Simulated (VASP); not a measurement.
CoO:

```
CELL_PARAMETERS angstrom
1.59147 0.91883 2.54925
-1.59147 0.91883 2.54925
0.00000 -1.83767 2.54925
ATOMIC_POSITIONS crystal
Co 0.99898 0.99898 0.99898
O 0.75102 0.75102 0.75102
```

Program: VASP 6.6.1. Alike in all runs: task single point; spin collinear, ferromagnetic start; cell as given; k mesh 10 × 10 × 10; cutoff (eV) 520; smearing fermi-dirac 0.05 eV.

Question: Order these runs on this cell by their pressure, lowest first.
A. level PBEsol; potentials or basis VASP PAW PBE potentials, release 64 (Co, O)
B. level LDA; potentials or basis VASP PAW LDA potentials, release 64 (Co, O)
C. level r2SCAN; potentials or basis VASP PAW PBE potentials, release 64 (Co, O)

Answer: B (-16.9 GPa), A (-6.1 GPa), C (6.8 GPa).

Caveats: a cell with one magnetic atom can't hold antiferromagnetic order, which such compounds often take; the cell stands under tension (at least some runs); the PAW data sets were made with another functional, which shifts forces and pressure a little (at least some runs); the cell stands under pressure (at least some runs).
